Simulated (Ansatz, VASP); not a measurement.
# Co: VASP beside Ansatz

The input INCAR:

```
SYSTEM = Co
PREC = Accurate ; ENCUT = 520
EDIFF = 1E-7 ; ISMEAR = 0
SIGMA = 0.05 ; LREAL = .False.
LASPH = .True. ; NELM = 150
ALGO = Normal ; ISIF = 2
LWAVE = .False. ; LCHARG = .False.
ISPIN = 2 ; MAGMOM = 0.5 0.5
LORBIT = 11 ; LMAXMIX = 4
GGA = PS ; NBANDS = 20
```

Contents of KPOINTS:

```
Automatic mesh
0
Gamma
  20 20 10
  0 0 0
```

The input POSCAR:

```
Co
1.0
    2.4576034436      0.0000000000      0.0000000000
   -1.2288017218      2.1283470146      0.0000000000
    0.0000000000      0.0000000000      3.9670264278
Co
2
Direct
    0.3333333333      0.6666666667      0.7500000000
    0.6666666667      0.3333333333      0.2500000000
```

Input for Ansatz:

```yaml
crystal:
  lattice:
    - [2.4576034436, 0.0, 0.0]
    - [-1.2288017218, 2.1283470146, 0.0]
    - [0.0, 0.0, 3.9670264278]
  atoms:
    - { symbol: Co, position: [0.3333333333, 0.6666666667, 0.75], spin: 0.5 }
    - { symbol: Co, position: [0.6666666667, 0.3333333333, 0.25], spin: 0.5 }
basis:
  ecutwfc: 600
  ecutrho_ratio: 5
kpoints:
  mp_grid: { grid: [20, 20, 10] }
hamiltonian:
  xc: pbesol
scf:
  occupations: { method: gaussian, width: 0.05 }
output:
  forces: true
  stress: true
  eigenvalues: true
  populations: true
magnetization:
  spin_polarized: true
```

Alike in both runs: task single point; functional PBEsol; k mesh 20 × 20 × 10; occupations gaussian, width 0.05 eV; collinear spin.

```csv
,VASP,Ansatz
version,VASP 6.6.1,Ansatz 0.2.0
potentials or method,"VASP PAW PBE potentials, release 64 (Co), cutoff 520 eV","scalar-relativistic, plane waves, PAW"
valence electrons in the cell,18,34
```

|  | VASP | Ansatz | Ansatz less VASP |
| --- | --- | --- | --- |
| pressure (GPa) | -0.9 | -0.1 | +0.84 |
| traceless stress, the component that is largest in VASP (GPa) | -0.13 | -0.04 | +0.097 |
| net moment per atom (μB) | 1.57 | 1.58 | +0.003 |
| size of the moment on the site where the two differ most (μB) | 1.58 | 1.64 | +0.061 |

VASP's potentials were made for PBE, not for PBEsol. Site moments also hang on the region over which each program counts them. VASP's potentials hold 18 valence electrons a cell and Ansatz's 34, so a difference there can come from the potentials and not from the codes.
